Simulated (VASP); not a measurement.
A run of VASP 6.6.1 is set up as follows.

Contents of INCAR:

```
SYSTEM = CsHf3
PREC = Accurate
ENCUT = 520
EDIFF = 1E-7
ISMEAR = 0
SIGMA = 0.1
LREAL = .FALSE.
LASPH = .TRUE.
NELM = 100
ALGO = Normal
ISIF = 2
LWAVE = .FALSE.
LCHARG = .FALSE.
GGA = PE
NBANDS = 28
```

The input KPOINTS:

```
regular mesh
0
G
  10 10 10
  0 0 0
```

The input POSCAR:

```
CsHf3
1.0
    4.6897312945      0.0000000000      0.0000000000
    0.0000000000      4.6897312945      0.0000000000
    0.0000000000      0.0000000000      4.6897312945
Cs Hf
1 3
Direct
    0.0000000000      0.0000000000      0.0000000000
    0.5000000000      0.5000000000      0.0000000000
    0.0000000000      0.5000000000      0.5000000000
    0.5000000000      0.0000000000      0.5000000000
```

Potentials or basis: VASP PAW PBE potentials, release 64 (Cs_sv, Hf_pv).

Command:

```sh
$ cat potpaw_PBE.64/Cs_sv/POTCAR potpaw_PBE.64/Hf_pv/POTCAR > POTCAR
$ mpirun -np 1 vasp_std > vasp.out
```

**Question.** What does it give for the pressure?

**Answer.** 0.1 GPa.
